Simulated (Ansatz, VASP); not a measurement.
One calculation of Ti, two programs

```
Ti
1.0
     0.00000    2.09090    2.09090
     2.09090    0.00000    2.09090
     2.09090    2.09090    0.00000
Ti
1
Direct
  0.00000 0.00000 0.00000
```

Change from the starting cell: strain +0.030 along x and y, +0.030 along z, atoms carried along.

Alike in both runs: task single point; functional PBEsol; k mesh 10 × 10 × 10; occupations gaussian, width 0.15 eV; no spin polarisation.

```csv
,VASP,Ansatz
version,VASP 6.6.1,Ansatz 0.2.0
potentials or method,"VASP PAW PBE potentials, release 64 (Ti_sv), cutoff 520 eV","scalar-relativistic, plane waves, PAW"
valence electrons in the cell,12,12
```

Ansatz gave:

```
gap on the k mesh at the Fermi level (eV) : none
pressure (GPa)                            : -8.9
```

**Question.** Which values does VASP return?

**Answer.** gap on the k mesh at the Fermi level (eV): none; pressure (GPa): -9.1.

VASP's potentials were made for PBE, not for PBEsol. A gap of «none» marks a metal or a gap that the smearing closes.
